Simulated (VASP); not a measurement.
# LaC2 (I4/mmm) in VASP: notebook

The runs below take LaC2 through single point, with LDA.

Everything below comes from runs of VASP 6.6.1. Logs are shortened: lines on timing, memory, paths and dates and some standing lists are left out, and cuts for length are marked.

## Step 1: The cell of the first run

It takes space group I4/mmm (No. 139, tetragonal). Conventional cell: a = 3.934 Å, b = 3.934 Å, c = 6.572 Å, α = 90.00°, β = 90.00°, γ = 90.00°. La (site symmetry 4/mmm) has 10 C at 2.65 to 2.85 Å within 3.5 Å. Within 1.7 Å of C (site symmetry 4mm) lie 1 C at 1.27 Å.

## Step 2: Single point, LDA

Contents of INCAR:

```
SYSTEM = LaC2
PREC     = Accurate       ! precision mode
ENCUT    = 600            ! plane-wave cutoff, eV
EDIFF    = 1E-6           ! SCF threshold, eV
ISMEAR   = 0              ! smearing method
SIGMA    = 0.1            ! smearing width, eV
LREAL    = .False.        ! projectors in reciprocal space
LASPH    = .True.         ! aspherical terms in the spheres
NELM     = 200            ! most SCF steps
ALGO     = Normal         ! electronic algorithm
ISIF     = 2              ! what is computed and relaxed
LWAVE    = .False.        ! write WAVECAR
LCHARG   = .False.        ! write CHGCAR
GGA      = CA             ! functional
NBANDS   = 16             ! bands
GGA_COMPAT= .False.      
LMAXMIX  = 6              ! l up to which the mixer works
```

Contents of KPOINTS:

```
regular mesh
0
Gamma
  6 6 6
  0 0 0
```

Contents of POSCAR:

```
LaC2
1.0
   -1.9670000000      1.9670000000      3.2860000000
    1.9670000000     -1.9670000000      3.2860000000
    1.9670000000      1.9670000000     -3.2860000000
La C
1 2
Direct
    0.0000000000      0.0000000000      0.0000000000
    0.4030000000      0.4030000000      0.0000000000
    0.5970000000      0.5970000000      0.0000000000
```

Potentials or basis: VASP PAW LDA potentials, release 64 (La, C).

The run is started by

```
$ cat potpaw_LDA.64/La/POTCAR potpaw_LDA.64/C/POTCAR > POTCAR
$ mpirun -np 1 vasp_std > vasp.out
```

OUTCAR:

```text
SYSTEM = LaC2
   PREC = Accurate
   ENCUT = 600
   EDIFF = 1E-6
   ISMEAR = 0
   LREAL = .False.
   LASPH = .True.
   NELM = 200
   ISIF = 2
   GGA = CA

 ion  position               nearest neighbor table
   1  0.000  0.000  0.000-   2 2.65   3 2.65   3 2.85   2 2.85   3 2.85   3 2.85   3 2.85   2 2.85
                             2 2.85   2 2.85
   2  0.403  0.403  0.000-   3 1.27   1 2.65   1 2.85   1 2.85   1 2.85   1 2.85
   3  0.597  0.597  0.000-   2 1.27   1 2.65   1 2.85   1 2.85   1 2.85   1 2.85

  LATTYP: Found a body centered tetragonal cell.
 ALAT       =     3.9340000000
 C/A-ratio  =     1.6705643111

  Lattice vectors:

 A1 = (  -1.9670000000,   1.9670000000,   3.2860000000)
 A2 = (   1.9670000000,  -1.9670000000,   3.2860000000)
 A3 = (   1.9670000000,   1.9670000000,  -3.2860000000)

Analysis of symmetry for initial positions (statically):
=====================================================================
 Subroutine PRICEL returns:
 Original cell was already a primitive cell.

 Routine SETGRP: Setting up the symmetry group for a
 body centered tetragonal supercell.

 Subroutine GETGRP returns: Found 16 space group operations
 (whereof 16 operations were pure point group operations)
 out of a pool of 16 trial point group operations.

The static configuration has the point symmetry D_4h.

Analysis of symmetry for dynamics (positions and initial velocities):
=====================================================================
 Subroutine PRICEL returns:
 Original cell was already a primitive cell.

 Routine SETGRP: Setting up the symmetry group for a
 body centered tetragonal supercell.

 Subroutine GETGRP returns: Found 16 space group operations
 (whereof 16 operations were pure point group operations)
 out of a pool of 16 trial point group operations.

The dynamic configuration has the point symmetry D_4h.

 Subroutine INISYM returns: Found 16 space group operations
 (whereof 16 operations are pure point group operations),
 and found     1 'primitive' translations

----------------------------------------------------------------------------------------

                                     Primitive cell

  volume of cell :      50.8553

  direct lattice vectors                    reciprocal lattice vectors
    -1.967000000  1.967000000  3.286000000     0.000000000  0.254194204  0.152160682
     1.967000000 -1.967000000  3.286000000     0.254194204  0.000000000  0.152160682
     1.967000000  1.967000000 -3.286000000     0.254194204  0.254194204  0.000000000

  length of vectors
     4.305342495  4.305342495  4.305342495     0.296255914  0.296255914  0.359484891

  position of ions in fractional coordinates (direct lattice)
     0.000000000  0.000000000  0.000000000
     0.403000000  0.403000000  0.000000000
     0.597000000  0.597000000  0.000000000

  ion indices of the primitive-cell ions
   primitive index   ion index
                 1           1
                 2           2
                 3           3

----------------------------------------------------------------------------------------

 KPOINTS: regular mesh

Automatic generation of k-mesh.
 Grid dimensions read from file:
 generate k-points for:    6    6    6

 Generating k-lattice:

  Cartesian coordinates                     Fractional coordinates (reciprocal lattice)
     0.000000000  0.042365701  0.025360114     0.166666667 -0.000000000  0.000000000
     0.042365701  0.000000000  0.025360114    -0.000000000  0.166666667  0.000000000
     0.042365701  0.042365701  0.000000000     0.000000000  0.000000000  0.166666667

  Length of vectors
     0.049375986  0.049375986  0.059914149

  Shift w.r.t. Gamma in fractional coordinates (k-lattice)
     0.000000000  0.000000000  0.000000000

 Subroutine IBZKPT returns following result:
 ===========================================

 Found     30 irreducible k-points:

 Following reciprocal coordinates:
            Coordinates               Weight
  0.000000  0.000000  0.000000      1.000000
  0.166667  0.000000  0.000000      8.000000
  0.333333  0.000000  0.000000      8.000000
  0.500000 -0.000000  0.000000      4.000000
  0.166667  0.166667  0.000000      8.000000
  0.333333  0.166667  0.000000     16.000000
[... 16 lines left out ...]
 -0.333333 -0.333333  0.166667      8.000000
 -0.166667 -0.333333  0.166667      8.000000
 [... further k-points ...]
   k-points           NKPTS =     30   k-points in BZ     NKDIM =     30   number of bands    NBANDS=     16
   number of dos      NEDOS =    301   number of ions     NIONS =      3
   total plane-waves  NPLWV =  46656
   dimension x,y,z NGX =    36 NGY =   36 NGZ =   36
   dimension x,y,z NGXF=    72 NGYF=   72 NGZF=   72
   ions per type =               1   2
   NGX,Y,Z   is equivalent  to a cutoff of  13.90, 13.90, 13.90 a.u.
   NGXF,Y,Z  is equivalent  to a cutoff of  27.80, 27.80, 27.80 a.u.
 SYSTEM =  LaC2
   PREC   = accura    normal or accurate (medium, high low for compatibility)
   ISTART =      0    job   : 0-new  1-cont  2-samecut
   ICHARG =      2    charge: 1-file 2-atom 10-const
   ISPIN  =      1    spin polarized calculation?
   LNONCOLLINEAR =      F non collinear calculations
   LSORBIT =      F    spin-orbit coupling
   LASPH  =      T    aspherical Exc in radial PAW
   ENCUT  =  600.0 eV  44.10 Ry    6.64 a.u.   8.60  8.60  8.60*2*pi/ulx,y,z
   NELM   =    200;   NELMIN=  2; NELMDL= -5     # of ELM steps
   EDIFF  = 0.1E-05   stopping-criterion for ELM
   LREAL  =      F    real-space projection
[... 7 lines left out ...]
   TEBEG  =    0.0;   TEEND  =   0.0 temperature during run
   PSTRESS=    0.0 pullay stress
   NELECT =      19.0000    total number of electrons
   NUPDOWN=      -1.0000    fix difference up-down
   EMIN   =  10.00;   EMAX   =-10.00  energy-range for DOS
   EFERMI =   0.00;   METHOD = LEGACY
   ISMEAR =     0;   SIGMA  =   0.10  broadening in eV -4-tet -1-fermi 0-gaus
   EFERMI_NEDOS =   21; number of points for ismear=-14 and -15
   IALGO  =     38    algorithm
   IMIX   =      4    mixing-type and parameters
     AMIX     =   0.40;   BMIX     =  1.00
     AMIX_MAG =   1.60;   BMIX_MAG =  1.00
  volume/ion in A,a.u.               =      16.95       114.40
  Fermi-wavevector in a.u.,A,eV,Ry     =   1.179091  2.228159 18.915571  1.390255
  Thomas-Fermi vector in A             =   2.315408
   LORBIT       =      0    0 simple, 1 ext, 2 COOP (PROOUT), +10 PAW based schemes
   GGA     = CA    functional components
   LHFCALC =     F    Hartree Fock is set to
   AEXX    =    0.0000 exact exchange contribution
   IVDW    =     0    specifies the selected vdW correction
   LEPSILON=     F    determine dielectric tensor
   LRPA    =     F    only Hartree local field effects (RPA)
 non-spin polarized calculation
 Gauss-broadening in eV      SIGMA  =   0.10
  energy-cutoff  :      600.00
  volume of cell :       50.86
 maximum number of plane-waves:      1713
 NGX is ok and might be reduce to    36
   NGX = 17   NGY = 17   NGZ = 17

 number of electron      19.0000000 magnetization

 Free energy of the ion-electron system (eV)
  ---------------------------------------------------
  ext. energy  EPLUGINS =         0.00000000
  ---------------------------------------------------
  free energy    TOTEN  =       -26.07308032 eV

  energy without entropy =      -26.06258170  energy(sigma->0) =      -26.06783101

 E-fermi :   7.1810     XC(G=0): -10.5066

 val. band max:        7.1776093405   @ k =   0.1667   0.0000   0.0000
 cond. band min:       7.1878501418   @ k =  -0.1667   0.1667   0.1667
 fundamental gap:      0.0102408013
 Fermi energy:         7.1810082836

 k-point     1 :       0.0000    0.0000    0.0000
  band No.  band energies     occupation
      1     -25.1980      2.00000
      2      -8.7663      2.00000
      3      -8.7663      2.00000
      4      -8.6336      2.00000
      5      -7.5652      2.00000
      6       2.3305      2.00000
[... 8 lines left out ...]
     15       9.5876      0.00000
     16       9.5876      0.00000

 k-point     2 :       0.1667    0.0000    0.0000
  band No.  band energies     occupation
      1     -25.1784      2.00000
      2      -9.2983      2.00000
      3      -8.7559      2.00000
      4      -8.6877      2.00000
      5      -7.0342      2.00000
      6       1.5537      2.00000
[... 8 lines left out ...]
     15       9.5623      0.00000
     16       9.5658      0.00000

 k-point     3 :       0.3333    0.0000    0.0000
  band No.  band energies     occupation
      1     -25.1388      2.00000
      2      -9.9496      2.00000
      3      -8.7713      2.00000
      4      -8.7344      2.00000
      5      -6.4032      2.00000
      6       0.9253      2.00000
[... 8 lines left out ...]
     15       9.5797      0.00000
     16       9.5950      0.00000

 k-point     4 :       0.5000   -0.0000    0.0000
  band No.  band energies     occupation
      1     -25.1187      2.00000
      2     -10.2012      2.00000
      3      -8.8117      2.00000
      4      -8.7232      2.00000
      5      -6.1592      2.00000
      6       0.6746      2.00000
[... 8 lines left out ...]
     15       9.5807      0.00000
     16       9.6261      0.00000
[... 324 lines left out ...]
 k-point    22 :      -0.1667    0.5000    0.1667
  band No.  band energies     occupation
      1     -25.1229      2.00000
      2      -9.9794      2.00000
      3      -8.9487      2.00000
      4      -8.7763      2.00000
      5      -6.4122      2.00000
      6       1.0045      2.00000
[... 8 lines left out ...]
     15       9.4885      0.00000
     16       9.5443      0.00000

 k-point    23 :      -0.3333   -0.3333    0.1667
  band No.  band energies     occupation
      1     -25.1313      2.00000
      2      -9.5529      2.00000
      3      -9.0324      2.00000
      4      -8.9649      2.00000
      5      -6.7750      2.00000
      6       1.1582      2.00000
[... 8 lines left out ...]
     15       9.4630      0.00000
     16       9.5148      0.00000

 k-point    24 :      -0.1667   -0.3333    0.1667
  band No.  band energies     occupation
      1     -25.1548      2.00000
      2      -9.4645      2.00000
      3      -8.8698      2.00000
      4      -8.8178      2.00000
      5      -6.9397      2.00000
      6       0.9662      2.00000
[... 8 lines left out ...]
     15       9.4992      0.00000
     16       9.5884      0.00000

 [... further k-points ...]

------------------------ aborting loop because EDIFF is reached ----------------------------------------

  FORCE on cell =-STRESS in cart. coord.  units (eV):
  Direction    XX          YY          ZZ          XY          YZ          ZX
  --------------------------------------------------------------------------------------
  -------------------------------------------------------------------------------------
  Total       -1.4296791     -1.4296791     -0.6735305      0.0000000     -0.0000000      0.0000000
  in kB      -45.0415042    -45.0415042    -21.2193247      0.0000000     -0.0000000      0.0000000
  external PRESSURE =     -37.1007777 kB  Pullay stress =       0.0000000 kB

 VOLUME and BASIS-vectors are now :
 -----------------------------------------------------------------------------
  energy-cutoff  :      600.00
  volume of cell :       50.86
      direct lattice vectors                 reciprocal lattice vectors
    -1.967000000  1.967000000  3.286000000     0.000000000  0.254194204  0.152160682
     1.967000000 -1.967000000  3.286000000     0.254194204  0.000000000  0.152160682
     1.967000000  1.967000000 -3.286000000     0.254194204  0.254194204  0.000000000

 POSITION                                       TOTAL-FORCE (eV/Angst)
 -----------------------------------------------------------------------------------
      0.00000      0.00000      0.00000         0.000000      0.000000     -0.000000
      0.00000      0.00000      2.64852        -0.000000     -0.000000     -0.823100
      0.00000      0.00000      3.92348         0.000000      0.000000      0.823100
 -----------------------------------------------------------------------------------
    total drift:                                0.000000     -0.000000      0.000000

  FREE ENERGIE OF THE ION-ELECTRON SYSTEM (eV)
  ---------------------------------------------------
  free  energy   TOTEN  =       -26.0730803151 eV

  energy  without entropy=      -26.0625816986  energy(sigma->0) =      -26.06783101
```

Run time: 62 s. Hardware: 1 thread of Intel Xeon 8259CL, shared host; peak memory 0.2 GiB.

Results:

```
Free energy            : -26.0731 eV
Pressure               : -3.7 GPa
Largest force          : 0.823 eV/Å
Band gap on the k mesh : zero (an odd number of electrons rules out a gap without spin polarisation)
```

Forces on the atoms (eV/Å):
```
La   0.000  0.000  0.000
C    0.000  0.000 -0.823
C    0.000  0.000  0.823
```

Caveat: the cell stands under tension; spin-orbit coupling is left out, which moves the levels of the heavy elements.

(Continued in part 2 of 2.)
